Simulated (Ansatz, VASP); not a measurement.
Al in VASP and in Ansatz

The input INCAR:

```
PREC = Accurate ; ENCUT = 520
EDIFF = 1E-6 ; ISMEAR = 0
SIGMA = 0.15 ; LREAL = False
LASPH = True ; NELM = 80
ALGO = Fast ; ISIF = 2
LWAVE = False ; LCHARG = False
GGA = PE ; IVDW = 12
NBANDS = 14
```

File KPOINTS:

```
Automatic mesh
0
Gamma
  18 18 4
```

The input POSCAR:

```
Al
1.0
    2.8144222650      0.0000000000      0.0000000000
   -1.4072111325      2.4373611785      0.0000000000
    0.0000000000      0.0000000000      9.2410470710
Al
4
Direct
    0.0000000000      0.0000000000      0.0000000000
    0.2758941646      0.5517883292      0.2197004032
    0.0000000000      0.0000000000      0.5000000000
    0.6666666667      0.3333333333      0.7500000000
```

Input for Ansatz:

```yaml
crystal:
  lattice:
    - [2.814422265, 0.0, 0.0]
    - [-1.4072111325, 2.4373611785, 0.0]
    - [0.0, 0.0, 9.241047071]
  atoms:
    - { symbol: Al, position: [0.0, 0.0, 0.0] }
    - { symbol: Al, position: [0.2758941646, 0.5517883292, 0.2197004032] }
    - { symbol: Al, position: [0.0, 0.0, 0.5] }
    - { symbol: Al, position: [0.6666666667, 0.3333333333, 0.75] }
basis:
  ecutwfc: 420
kpoints:
  mp_grid: { grid: [18, 18, 4] }
hamiltonian:
  xc: pbe
  pseudopotentials: { kind: paw, azcp: { folder: soft_1 } }
  dispersion: d3bj
scf:
  occupations: { method: gaussian, width: 0.15 }
output:
  forces: true
  stress: true
  eigenvalues: true
```

Alike in both runs: task single point; functional PBE; dispersion D3(BJ); k mesh 18 × 18 × 4; occupations gaussian, width 0.15 eV; no spin polarisation.

|  | VASP | Ansatz |
| --- | --- | --- |
| version | VASP 6.6.1 | Ansatz 0.2.0 |
| potentials or method | VASP PAW PBE potentials, release 64 (Al), cutoff 520 eV | scalar-relativistic, plane waves, PAW |
| valence electrons in the cell | 12 | 12 |

```csv
,VASP,Ansatz,Ansatz less VASP
gap on the k mesh at the Fermi level (eV),none,none,-
pressure (GPa),2.4,2.4,0.00
"traceless stress, the component that is largest in VASP (GPa)",2.52,2.52,-0.004
rms of the force components (eV/Å),0.762,0.762,-0.0004
```

Atom by atom the forces differ by 0.001 eV/Å (rms over components). A gap of «none» marks a metal or a gap that the smearing closes.
